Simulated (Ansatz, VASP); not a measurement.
Pd: VASP beside Ansatz

File INCAR:

```
PREC = Accurate
ENCUT = 520
EDIFF = 1E-6
ISMEAR = 0
SIGMA = 0.1
LREAL = F
LASPH = T
NELM = 80
ALGO = Fast
ISIF = 2
LWAVE = F
LCHARG = F
GGA = PE
NBANDS = 11
```

Contents of KPOINTS:

```
Automatic mesh
0
Gamma
  8 8 8
```

POSCAR

```
Pd
1.0
   -1.6047988707      1.6047988707      1.6047988707
    1.6047988707     -1.6047988707      1.6047988707
    1.6047988707      1.6047988707     -1.6047988707
Pd
1
Direct
    0.0000000000      0.0000000000      0.0000000000
```

Input for Ansatz:

```yaml
crystal:
  lattice:
    - [-1.6047988707, 1.6047988707, 1.6047988707]
    - [1.6047988707, -1.6047988707, 1.6047988707]
    - [1.6047988707, 1.6047988707, -1.6047988707]
  atoms:
    - { symbol: Pd, position: [0.0, 0.0, 0.0] }
basis:
  ecutwfc: 420
kpoints:
  mp_grid: { grid: [8, 8, 8] }
hamiltonian:
  xc: pbe
scf:
  occupations: { method: gaussian, width: 0.1 }
output:
  forces: true
  stress: true
  eigenvalues: true
```

Alike in both runs: task single point; functional PBE; k mesh 8 × 8 × 8; occupations gaussian, width 0.1 eV; no spin polarisation.

```csv
,VASP,Ansatz
version,VASP 6.6.1,Ansatz 0.2.0
potentials or method,"VASP PAW PBE potentials, release 64 (Pd), cutoff 520 eV","scalar-relativistic, plane waves, PAW"
valence electrons in the cell,10,18
```

```tsv
	VASP	Ansatz	Ansatz less VASP
gap on the k mesh at the Fermi level (eV)	none	none	-
pressure (GPa)	-9.2	-9.0	+0.14
```

A gap of «none» marks a metal or a gap that the smearing closes. The functional is the same, so the differences come from potentials, cutoffs and numerics. VASP's potentials hold 10 valence electrons a cell and Ansatz's 18, so a difference there can come from the potentials and not from the codes.
